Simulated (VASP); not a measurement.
Here is a VASP 6.6.1 calculation.

Contents of INCAR:

```
SYSTEM = P
PREC = Accurate
ENCUT = 520
EDIFF = 1E-7
ISMEAR = -1
SIGMA = 0.08
LREAL = .FALSE.
LASPH = .TRUE.
NELM = 80
ALGO = Normal
ISIF = 2
LWAVE = .FALSE.
LCHARG = .TRUE.
GGA = PS
LELF = .TRUE.
LVHAR = .TRUE.
NBANDS = 12
```

Contents of KPOINTS:

```
Automatic mesh
0
G
  16 16 9
  0 0 0
```

File POSCAR:

```
P
1.0
    3.1032742332      0.0000000000      0.0000000000
   -1.5516371166      2.6875143209      0.0000000000
    0.0000000000      0.0000000000      3.0756021703
P
2
Direct
    0.3333333333      0.6666666667      0.2500000000
    0.6666666667      0.3333333333      0.7500000000
```

Potentials or basis: VASP PAW PBE potentials, release 64 (P).

Run with:

```console
$ cat potpaw_PBE.64/P/POTCAR > POTCAR
$ mpirun -np 1 vasp_std > vasp.out
```

**Question.** Estimate the pressure.

**Answer.** 16.5 GPa.

**Question.** Estimate the band gap on the k mesh.

**Answer.** Zero (bands 5 and 6 overlap by 6.71 eV).

Caveat: the cell stands under pressure; the PAW data sets were made with another functional, which shifts forces and pressure a little.
